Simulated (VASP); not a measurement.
Ti12O (a cell with a defect), 13 atoms in the cell. The cell holds a defect, 13 atoms: a = 5.900 Å, b = 8.850 Å, c = 4.685 Å, α = 90.00°, β = 90.00°, γ = 120.00°. 

```yaml
Program: VASP 6.6.1
Task: single point
Functional: LDA
Potentials_or_basis: VASP PAW LDA potentials, release 64 (Ti_sv, O)
Cutoff: 520 eV
k_mesh: 2 × 2 × 2
Occupations: fermi-dirac, width 0.05 eV
Spin: no spin polarisation
Dipole_correction: no
Further_INCAR_settings: ALGO = Normal; EDIFF = 1e-06; NBANDS = 87
```

Potentials or basis: VASP PAW LDA potentials, release 64 (Ti_sv, O).

The run is started by

```sh
$ cat potpaw_LDA.64/Ti_sv/POTCAR potpaw_LDA.64/O/POTCAR > POTCAR
$ mpirun -np 1 vasp_std > vasp.out
```

Hardware: 1 thread of Intel Xeon 8259CL, with other jobs on the host.

Q: How long does it take, and how much memory?

A: Run time: 7.3 min on 1 thread of Intel Xeon 8259CL, on a shared host, peak memory 0.32 GiB. Counts: scf iterations 24, k points 8.
